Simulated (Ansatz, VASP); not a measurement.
BaLiF3 in VASP and in Ansatz

```
CELL_PARAMETERS angstrom
3.98858 0.00000 0.00000
0.00000 3.98858 0.00000
0.00000 0.00000 3.86892
ATOMIC_POSITIONS crystal
Ba 0.00000 0.00000 0.00000
Li 0.50000 0.50000 0.50000
F 0.00000 0.50000 0.50000
F 0.50000 0.50000 0.00000
F 0.50000 0.00000 0.50000
```

Change from the starting cell: strain +0.000 along x and y, -0.030 along z, atoms carried along.

Alike in both runs: task single point; functional LDA; k mesh 6 × 6 × 6; occupations gaussian, width 0.05 eV; no spin polarisation.

```csv
,VASP,Ansatz
version,VASP 6.6.1,Ansatz 0.2.0
potentials or method,"VASP PAW LDA potentials, release 64 (Ba_sv, Li_sv, F), cutoff 520 eV","scalar-relativistic, plane waves, PAW"
valence electrons in the cell,34,34
```

Ansatz gave:

| Item | Value |
| --- | --- |
| gap on the k mesh at the Fermi level (eV) | 6.44 |
| least direct gap on the mesh (eV) | 6.44 |

Question: Estimate VASP's values.

Answer: gap on the k mesh at the Fermi level (eV): 6.34; least direct gap on the mesh (eV): 6.34.

LDA's correlation is that of Perdew and Zunger in VASP and of Perdew and Wang (1992) in Ansatz.

Spin-orbit coupling is off throughout. Noted on VASP's run: the cutoff is short for stress, so the pressure is rough.
